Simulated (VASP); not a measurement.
Here is a VASP 6.6.1 calculation.

Contents of INCAR:

```
PREC = Accurate ; ENCUT = 520
EDIFF = 1E-6 ; ISMEAR = 0
SIGMA = 0.05 ; LREAL = False
LASPH = True ; NELM = 80
ALGO = Normal ; ISIF = 2
LWAVE = False ; LCHARG = False
GGA = PE ; IVDW = 12
NBANDS = 35
```

KPOINTS

```
Automatic mesh
0
Gamma
  12 12 4
```

POSCAR

```
MoS2
1.0
    3.1493511256      0.0000000000      0.0000000000
   -1.5746755628      2.7274180802      0.0000000000
    0.0000000000      0.0000000000     12.0907538840
Mo S
2 4
Direct
    0.3333333333      0.6666666667      0.2500000000
    0.6666666667      0.3333333333      0.7500000000
    0.3699980459      0.7399960918      0.6204905688
    0.6666666667      0.3333333333      0.1204905688
    0.3333333333      0.6666666667      0.8795094312
    0.6666666667      0.3333333333      0.3795094312
```

Potentials or basis: VASP PAW PBE potentials, release 64 (Mo_sv, S).

Command:

```sh
$ cat potpaw_PBE.64/Mo_sv/POTCAR potpaw_PBE.64/S/POTCAR > POTCAR
$ mpirun -np 1 vasp_std > vasp.out
```

Question: What does it give for the dispersion energy per atom?

Answer: -0.438 eV.

Question: Estimate the band gap on the k mesh.

Answer: 0.76 eV (least direct gap 1.54 eV).

Question: Predict the largest force.

Answer: 2.244 eV/Å.

Question: Predict the pressure.

Answer: 0.6 GPa.

Stress tensor (GPa, compression positive):
```
-0.72  0.00  0.00
 0.00  1.32  4.98
 0.00  4.98  1.07
```

Caveat: the cell differs from its parent crystal (atom 3 (S) moved by (+0.000, +0.200) A along x and y); forces of over 1 eV/Å act on the atoms, so gaps and moduli don't describe the material at rest. A k mesh can miss the band edges.
